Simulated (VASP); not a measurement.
# ScAlN2 (P6/mmm) in VASP: further runs

The runs below take ScAlN2 through single point, relaxation of cell and atoms, with PBE.

Everything below comes from runs of VASP 6.6.1. Logs are shortened: lines on timing, memory, paths and dates and some standing lists are left out, and cuts for length are marked.

## Step 1: The cell of the first run

Symmetry: P6/mmm, No. 191, hexagonal system. Conventional cell: a = 3.604 Å, b = 3.604 Å, c = 5.576 Å, α = 90.00°, β = 90.00°, γ = 120.00°. Sc (site symmetry 6/mmm) has 2 Al at 2.79 Å and 12 N at 3.48 Å and 6 Sc at 3.60 Å within 3.7 Å. Al (site symmetry 6/mmm) has 6 N at 2.08 Å and 2 Sc at 2.79 Å within 2.8 Å. Within 2.8 Å of N (site symmetry -6m2) lie 3 N at 2.08 Å and 3 Al at 2.08 Å.

The cell was built from a structure type or drawn by symmetry, and may not be a known phase.

## Step 2: Single point, PBE

Contents of INCAR:

```
SYSTEM = ScAlN2
  PREC = Accurate
  ENCUT = 520
  EDIFF = 1E-7
  ISMEAR = 0
  SIGMA = 0.1
  LREAL = .FALSE.
  LASPH = .TRUE.
  NELM = 100
  ALGO = Normal
  ISIF = 2
  LWAVE = .FALSE.
  LCHARG = .FALSE.
  GGA = PE
  NBANDS = 20
```

Contents of KPOINTS:

```
regular mesh
0
G
  6 6 4
  0 0 0
```

Contents of POSCAR:

```
ScAlN2
1.0
    3.6042855885      0.0000000000      0.0000000000
   -1.8021427943      3.1214028822      0.0000000000
    0.0000000000      0.0000000000      5.5760190188
Sc Al N
1 1 2
Direct
    0.0000000000      0.0000000000      0.0000000000
    0.0000000000      0.0000000000      0.5000000000
    0.3333333333      0.6666666667      0.5000000000
    0.6666666667      0.3333333333      0.5000000000
```

Potentials or basis: VASP PAW PBE potentials, release 64 (Sc_sv, Al, N).

Run with:

```bash
cat potpaw_PBE.64/Sc_sv/POTCAR potpaw_PBE.64/Al/POTCAR potpaw_PBE.64/N/POTCAR > POTCAR
mpirun -np 1 vasp_std > vasp.out
```

OUTCAR:

```text
SYSTEM = ScAlN2
   PREC = Accurate
   ENCUT = 520
   EDIFF = 1E-7
   ISMEAR = 0
   LREAL = .FALSE.
   LASPH = .TRUE.
   NELM = 100
   ISIF = 2
   GGA = PE

 ion  position               nearest neighbor table
   1  0.000  0.000  0.000-   2 2.79   2 2.79
   2  0.000  0.000  0.500-   3 2.08   4 2.08   4 2.08   3 2.08   4 2.08   3 2.08   1 2.79   1 2.79

   3  0.333  0.667  0.500-   2 2.08   2 2.08   2 2.08
   4  0.667  0.333  0.500-   2 2.08   2 2.08   2 2.08

  LATTYP: Found a hexagonal cell.
 ALAT       =     3.6042855885
 C/A-ratio  =     1.5470524968

  Lattice vectors:

 A1 = (   3.6042855885,   0.0000000000,   0.0000000000)
 A2 = (  -1.8021427943,   3.1214028822,   0.0000000000)
 A3 = (   0.0000000000,   0.0000000000,   5.5760190188)

Analysis of symmetry for initial positions (statically):
=====================================================================
 Subroutine PRICEL returns:
 Original cell was already a primitive cell.

 Routine SETGRP: Setting up the symmetry group for a
 hexagonal supercell.

 Subroutine GETGRP returns: Found 24 space group operations
 (whereof 24 operations were pure point group operations)
 out of a pool of 24 trial point group operations.

The static configuration has the point symmetry D_6h.

Analysis of symmetry for dynamics (positions and initial velocities):
=====================================================================
 Subroutine PRICEL returns:
 Original cell was already a primitive cell.

 Routine SETGRP: Setting up the symmetry group for a
 hexagonal supercell.

 Subroutine GETGRP returns: Found 24 space group operations
 (whereof 24 operations were pure point group operations)
 out of a pool of 24 trial point group operations.

The dynamic configuration has the point symmetry D_6h.

 Subroutine INISYM returns: Found 24 space group operations
 (whereof 24 operations are pure point group operations),
 and found     1 'primitive' translations

----------------------------------------------------------------------------------------

                                     Primitive cell

  volume of cell :      62.7326

  direct lattice vectors                    reciprocal lattice vectors
     3.604285588  0.000000000  0.000000000     0.277447493  0.160184385  0.000000000
    -1.802142794  3.121402882  0.000000000     0.000000000  0.320368769  0.000000000
     0.000000000  0.000000000  5.576019019     0.000000000  0.000000000  0.179339417

  length of vectors
     3.604285588  3.604285589  5.576019019     0.320368769  0.320368769  0.179339417

  position of ions in fractional coordinates (direct lattice)
     0.000000000  0.000000000  0.000000000
     0.000000000  0.000000000  0.500000000
     0.333333333  0.666666667  0.500000000
     0.666666667  0.333333333  0.500000000

  ion indices of the primitive-cell ions
   primitive index   ion index
                 1           1
                 2           2
                 3           3
                 4           4

----------------------------------------------------------------------------------------

 KPOINTS: regular mesh

Automatic generation of k-mesh.
 Grid dimensions read from file:
 generate k-points for:    6    6    4

 Generating k-lattice:

  Cartesian coordinates                     Fractional coordinates (reciprocal lattice)
     0.046241249  0.026697397  0.000000000     0.166666667  0.000000000  0.000000000
     0.000000000  0.053394795  0.000000000     0.000000000  0.166666667  0.000000000
     0.000000000  0.000000000  0.044834854     0.000000000  0.000000000  0.250000000

  Length of vectors
     0.053394795  0.053394795  0.044834854

  Shift w.r.t. Gamma in fractional coordinates (k-lattice)
     0.000000000  0.000000000  0.000000000

 Subroutine IBZKPT returns following result:
 ===========================================

 Found     21 irreducible k-points:

 Following reciprocal coordinates:
            Coordinates               Weight
  0.000000  0.000000  0.000000      1.000000
  0.166667  0.000000  0.000000      6.000000
  0.333333  0.000000  0.000000      6.000000
  0.500000 -0.000000  0.000000      3.000000
  0.166667  0.166667  0.000000      6.000000
  0.333333  0.166667  0.000000     12.000000
[... 13 lines left out ...]
  0.333333  0.166667  0.500000     12.000000
  0.333333  0.333333  0.500000      2.000000
   k-points           NKPTS =     21   k-points in BZ     NKDIM =     21   number of bands    NBANDS=     20
   number of dos      NEDOS =    301   number of ions     NIONS =      4
   total plane-waves  NPLWV =  32928
   dimension x,y,z NGX =    28 NGY =   28 NGZ =   42
   dimension x,y,z NGXF=    56 NGYF=   56 NGZF=   84
   ions per type =               1   1   2
   NGX,Y,Z   is equivalent  to a cutoff of  12.91, 12.91, 12.52 a.u.
   NGXF,Y,Z  is equivalent  to a cutoff of  25.83, 25.83, 25.04 a.u.
 SYSTEM =  ScAlN2
   PREC   = accura    normal or accurate (medium, high low for compatibility)
   ISTART =      0    job   : 0-new  1-cont  2-samecut
   ICHARG =      2    charge: 1-file 2-atom 10-const
   ISPIN  =      1    spin polarized calculation?
   LNONCOLLINEAR =      F non collinear calculations
   LSORBIT =      F    spin-orbit coupling
   LASPH  =      T    aspherical Exc in radial PAW
   ENCUT  =  520.0 eV  38.22 Ry    6.18 a.u.   6.70  6.70 10.37*2*pi/ulx,y,z
   NELM   =    100;   NELMIN=  2; NELMDL= -5     # of ELM steps
   EDIFF  = 0.1E-06   stopping-criterion for ELM
   LREAL  =      F    real-space projection
   EDIFFG = 0.1E-05   stopping-criterion for IOM
   NSW    =      0    number of steps for IOM
   IBRION =     -1    ionic relax: 0-MD 1-quasi-New 2-CG
   NFREE  =      0    steps in history (QN), initial steepest desc. (CG)
   ISIF   =      2    stress and relaxation
   ISYM   =      2    0-nonsym 1-usesym 2-fastsym
   POTIM  = 0.5000    time-step for ionic-motion
   TEBEG  =    0.0;   TEEND  =   0.0 temperature during run
   PSTRESS=    0.0 pullay stress
   NELECT =      24.0000    total number of electrons
   NUPDOWN=      -1.0000    fix difference up-down
   EMIN   =  10.00;   EMAX   =-10.00  energy-range for DOS
   EFERMI =   0.00;   METHOD = LEGACY
   ISMEAR =     0;   SIGMA  =   0.10  broadening in eV -4-tet -1-fermi 0-gaus
   EFERMI_NEDOS =   21; number of points for ismear=-14 and -15
   IALGO  =     38    algorithm
   IMIX   =      4    mixing-type and parameters
     AMIX     =   0.40;   BMIX     =  1.00
     AMIX_MAG =   1.60;   BMIX_MAG =  1.00
  volume/ion in A,a.u.               =      15.68       105.84
  Fermi-wavevector in a.u.,A,eV,Ry     =   1.188450  2.245844 19.217043  1.412413
  Thomas-Fermi vector in A             =   2.324579
   LORBIT       =      0    0 simple, 1 ext, 2 COOP (PROOUT), +10 PAW based schemes
   GGA     = PE    functional components
   LHFCALC =     F    Hartree Fock is set to
   AEXX    =    0.0000 exact exchange contribution
   IVDW    =     0    specifies the selected vdW correction
   LEPSILON=     F    determine dielectric tensor
   LRPA    =     F    only Hartree local field effects (RPA)
 non-spin polarized calculation
 Gauss-broadening in eV      SIGMA  =   0.10
  energy-cutoff  :      520.00
  volume of cell :       62.73
 maximum number of plane-waves:      1713
 NGX is ok and might be reduce to    28
   NGX = 13   NGY = 13   NGZ = 21

 number of electron      24.0000003 magnetization

 Free energy of the ion-electron system (eV)
  ---------------------------------------------------
  ext. energy  EPLUGINS =         0.00000000
  ---------------------------------------------------
  free energy    TOTEN  =       -21.13056822 eV

  energy without entropy =      -21.11309209  energy(sigma->0) =      -21.12183015

 E-fermi :   4.5870     XC(G=0):  -9.8696

 val. band max:        4.5557318531   @ k =   0.3333   0.1667   0.2500
 cond. band min:       4.5908148314   @ k =   0.3333   0.3333   0.0000
 fundamental gap:      0.0350829783
 Fermi energy:         4.5870248181

 k-point     1 :       0.0000    0.0000    0.0000
  band No.  band energies     occupation
      1     -45.8093      2.00000
      2     -24.4279      2.00000
      3     -24.3831      2.00000
      4     -24.3831      2.00000
      5     -12.7896      2.00000
      6      -5.6033      2.00000
[... 12 lines left out ...]
     19       8.6642      0.00000
     20      10.6340      0.00000

 k-point     2 :       0.1667    0.0000    0.0000
  band No.  band energies     occupation
      1     -45.8067      2.00000
      2     -24.4244      2.00000
      3     -24.4093      2.00000
      4     -24.3895      2.00000
      5     -12.4963      2.00000
      6      -6.4604      2.00000
[... 12 lines left out ...]
     19       8.3544      0.00000
     20      11.1098      0.00000

 k-point     3 :       0.3333    0.0000    0.0000
  band No.  band energies     occupation
      1     -45.8015      2.00000
      2     -24.4614      2.00000
      3     -24.4174      2.00000
      4     -24.4022      2.00000
      5     -11.6789      2.00000
      6      -8.1019      2.00000
[... 12 lines left out ...]
     19       7.5548      0.00000
     20      10.1862      0.00000

 k-point     4 :       0.5000   -0.0000    0.0000
  band No.  band energies     occupation
      1     -45.7989      2.00000
      2     -24.4872      2.00000
      3     -24.4139      2.00000
      4     -24.4086      2.00000
      5     -10.8975      2.00000
      6      -9.2148      2.00000
[... 12 lines left out ...]
     19       7.1253      0.00000
     20       8.4400      0.00000

 k-point     5 :       0.1667    0.1667    0.0000
  band No.  band energies     occupation
      1     -45.8028      2.00000
      2     -24.4435      2.00000
      3     -24.4191      2.00000
      4     -24.4040      2.00000
      5     -11.9352      2.00000
      6      -7.6226      2.00000
[... 12 lines left out ...]
     19       7.6620      0.00000
     20      10.9481      0.00000

 k-point     6 :       0.3333    0.1667    0.0000
  band No.  band energies     occupation
      1     -45.7989      2.00000
      2     -24.4739      2.00000
      3     -24.4220      2.00000
      4     -24.4139      2.00000
      5     -10.9741      2.00000
      6      -9.0271      2.00000
[... 12 lines left out ...]
     19       7.3942      0.00000
     20       8.9607      0.00000

 k-point     7 :       0.3333    0.3333    0.0000
  band No.  band energies     occupation
      1     -45.7976      2.00000
      2     -24.4561      2.00000
      3     -24.4561      2.00000
      4     -24.4121      2.00000
      5     -10.0165      2.00000
      6     -10.0165      2.00000
[... 12 lines left out ...]
     19       8.1301      0.00000
     20       9.1764      0.00000
[... 208 lines left out ...]
 k-point    17 :       0.3333    0.0000    0.5000
  band No.  band energies     occupation
      1     -45.8015      2.00000
      2     -24.4613      2.00000
      3     -24.4189      2.00000
      4     -24.4022      2.00000
      5     -11.6696      2.00000
      6      -8.0966      2.00000
[... 12 lines left out ...]
     19       7.7636      0.00000
     20       9.9906      0.00000

 k-point    18 :       0.5000   -0.0000    0.5000
  band No.  band energies     occupation
      1     -45.7989      2.00000
      2     -24.4871      2.00000
      3     -24.4152      2.00000
      4     -24.4086      2.00000
      5     -10.9010      2.00000
      6      -9.1998      2.00000
[... 12 lines left out ...]
     19       7.6867      0.00000
     20       8.2851      0.00000

 k-point    19 :       0.1667    0.1667    0.5000
  band No.  band energies     occupation
      1     -45.8028      2.00000
      2     -24.4434      2.00000
      3     -24.4207      2.00000
      4     -24.4040      2.00000
      5     -11.9224      2.00000
      6      -7.6213      2.00000
[... 12 lines left out ...]
     19       7.6091      0.00000
     20      10.5460      0.00000

 k-point    20 :       0.3333    0.1667    0.5000
  band No.  band energies     occupation
      1     -45.7989      2.00000
      2     -24.4738      2.00000
      3     -24.4219      2.00000
      4     -24.4152      2.00000
      5     -10.9725      2.00000
      6      -9.0236      2.00000
[... 12 lines left out ...]
     19       7.6243      0.00000
     20       8.8173      0.00000

 k-point    21 :       0.3333    0.3333    0.5000
  band No.  band energies     occupation
      1     -45.7976      2.00000
      2     -24.4560      2.00000
      3     -24.4560      2.00000
      4     -24.4134      2.00000
      5     -10.0182      2.00000
      6     -10.0182      2.00000
[... 12 lines left out ...]
     19       7.7660      0.00000
     20       9.6454      0.00000

------------------------ aborting loop because EDIFF is reached ----------------------------------------

  FORCE on cell =-STRESS in cart. coord.  units (eV):
  Direction    XX          YY          ZZ          XY          YZ          ZX
  --------------------------------------------------------------------------------------
  -------------------------------------------------------------------------------------
  Total       -0.0563108     -0.0563108     -0.0687582      0.0000000      0.0000000     -0.0000000
  in kB       -1.4381654     -1.4381654     -1.7560695      0.0000000      0.0000000     -0.0000000
  external PRESSURE =      -1.5441334 kB  Pullay stress =       0.0000000 kB

 VOLUME and BASIS-vectors are now :
 -----------------------------------------------------------------------------
  energy-cutoff  :      520.00
  volume of cell :       62.73
      direct lattice vectors                 reciprocal lattice vectors
     3.604285588  0.000000000  0.000000000     0.277447493  0.160184385  0.000000000
    -1.802142794  3.121402882  0.000000000     0.000000000  0.320368769  0.000000000
     0.000000000  0.000000000  5.576019019     0.000000000  0.000000000  0.179339417

 POSITION                                       TOTAL-FORCE (eV/Angst)
 -----------------------------------------------------------------------------------
      0.00000      0.00000      0.00000         0.000000      0.000000      0.000000
      0.00000      0.00000      2.78801         0.000000      0.000000      0.000000
     -0.00000      2.08094      2.78801        -0.000000      0.000000      0.000000
      1.80214      1.04047      2.78801         0.000000      0.000000      0.000000
 -----------------------------------------------------------------------------------
    total drift:                               -0.000000      0.000000      0.000000

  FREE ENERGIE OF THE ION-ELECTRON SYSTEM (eV)
  ---------------------------------------------------
  free  energy   TOTEN  =       -21.1305682177 eV

  energy  without entropy=      -21.1130920887  energy(sigma->0) =      -21.12183015
```

It took 23 s on 1 thread of AMD EPYC 9R45 (Zen 5), shared host; peak memory 0.16 GiB.

Results:

| Item | Value |
| --- | --- |
| Free energy | -21.1306 eV |
| Pressure | -0.2 GPa |
| Band gap on the k mesh | zero (bands 12 and 13 overlap by 1.12 eV) |

[end of part 1 of 2]
